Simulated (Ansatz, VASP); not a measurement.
**Ir: VASP beside Ansatz**

INCAR

```
PREC = Accurate
ENCUT = 520
EDIFF = 1E-6
ISMEAR = 0
SIGMA = 0.15
LREAL = F
LASPH = T
NELM = 100
ALGO = Normal
ISIF = 2
LWAVE = F
LCHARG = F
GGA = PE
NBANDS = 10
```

The input KPOINTS:

```
Automatic mesh
0
Gamma
  22 22 22
```

POSCAR

```
Ir
1.0
    0.0000000000      2.2939275014      1.4433391839
    2.2939275014      0.0000000000      1.4433391839
    2.2939275014      2.2939275014      0.0000000000
Ir
1
Direct
    0.0000000000      0.0000000000      0.0000000000
```

Input for Ansatz:

```yaml
crystal:
  lattice:
    - [0.0, 2.2939275014, 1.4433391839]
    - [2.2939275014, 0.0, 1.4433391839]
    - [2.2939275014, 2.2939275014, 0.0]
  atoms:
    - { symbol: Ir, position: [0.0, 0.0, 0.0] }
basis:
  ecutwfc: 420
kpoints:
  mp_grid: { grid: [22, 22, 22] }
hamiltonian:
  xc: pbe
  pseudopotentials: { kind: paw, azcp: { folder: soft_1 } }
scf:
  occupations: { method: gaussian, width: 0.15 }
output:
  forces: true
  stress: true
  eigenvalues: true
  write_density: true
  write_potential: true
  elf: true
  volumetric_format: npy
```

Alike in both runs: task single point; functional PBE; k mesh 22 × 22 × 22; occupations gaussian, width 0.15 eV; no spin polarisation.

|  | VASP | Ansatz |
| --- | --- | --- |
| version | VASP 6.6.1 | Ansatz 0.2.0 |
| potentials or method | VASP PAW PBE potentials, release 64 (Ir), cutoff 520 eV | scalar-relativistic, plane waves, PAW |
| valence electrons in the cell | 9 | 17 |

|  | VASP | Ansatz | Ansatz less VASP |
| --- | --- | --- | --- |
| gap on the k mesh at the Fermi level (eV) | none | none | - |
| pressure (GPa) | -4.8 | -5.3 | -0.47 |
| traceless stress, the component that is largest in VASP (GPa) | -20.68 | -20.92 | -0.235 |

A gap of «none» marks a metal or a gap that the smearing closes. VASP's potentials hold 9 valence electrons a cell and Ansatz's 17, so a difference there can come from the potentials and not from the codes.

Spin-orbit coupling is off throughout.
